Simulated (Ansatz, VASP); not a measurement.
NaH in VASP and in Ansatz

INCAR

```
SYSTEM = NaH
ALGO = Normal
EDIFF = 1E-7
ENCUT = 520
GGA = PE
ISIF = 2
ISMEAR = -1
LASPH = .TRUE.
LCHARG = .FALSE.
LREAL = .FALSE.
LWAVE = .FALSE.
NBANDS = 11
NELM = 80
PREC = Accurate
SIGMA = 0.02
```

The input KPOINTS:

```
k-points
0
G
  8 8 8
  0 0 0
```

Contents of POSCAR:

```
NaH
1.0
    0.0000000000      2.6286034900      2.5969210531
    2.6286034900      0.0000000000      2.5969210531
    2.6286034900      2.6286034900      0.0000000000
Na H
1 1
Direct
    0.0000000000      0.0000000000      0.0000000000
    0.2500000000      0.2500000000      0.2500000000
```

Input for Ansatz:

```yaml
crystal:
  lattice:
    - [0.0, 2.62860349, 2.5969210531]
    - [2.62860349, 0.0, 2.5969210531]
    - [2.62860349, 2.62860349, 0.0]
  atoms:
    - { symbol: Na, position: [0.0, 0.0, 0.0] }
    - { symbol: H, position: [0.25, 0.25, 0.25] }
kpoints:
  mp_grid: { grid: [8, 8, 8] }
  band_path:
    path:
      - [0.0, 0.0, 0.0]
      - [-0.5, -0.5, 0.0]
      - [-0.375, -0.375, 0.25]
      - [-0.375, 0.0, 0.375]
      - [0.0, 0.0, 0.5]
      - [-0.5, -0.25, 0.25]
      - [0.276042, -0.5, -0.223958]
    npoints: 1
hamiltonian:
  xc: pbe
scf:
  occupations: { method: fermi_dirac, width: 0.02 }
  n_extra_bands: 4
output:
  forces: true
  stress: true
  eigenvalues: true
  write_density: true
  write_potential: true
  elf: true
  volumetric_format: npy
```

Change from the starting cell: biaxial_xy strain +1.2%.

Alike in both runs: task single point; functional PBE; k mesh 8 × 8 × 8; occupations fermi-dirac, width 0.02 eV; no spin polarisation.

```csv
,VASP,Ansatz
version,VASP 6.6.1,Ansatz 0.2.0
potentials or method,"VASP PAW PBE potentials, release 64 (Na_pv, H)","plane waves, PAW"
plane-wave cutoff (eV),520,420
valence electrons in the cell,8,10
```

```tsv
	VASP	Ansatz	Ansatz less VASP
gap on the k mesh at the Fermi level (eV)	3.59	3.59	+0.002
pressure (GPa)	-0.2	-0.2	+0.03
```

VASP's potentials hold 8 valence electrons a cell and Ansatz's 10, so a difference there can come from the potentials and not from the codes.
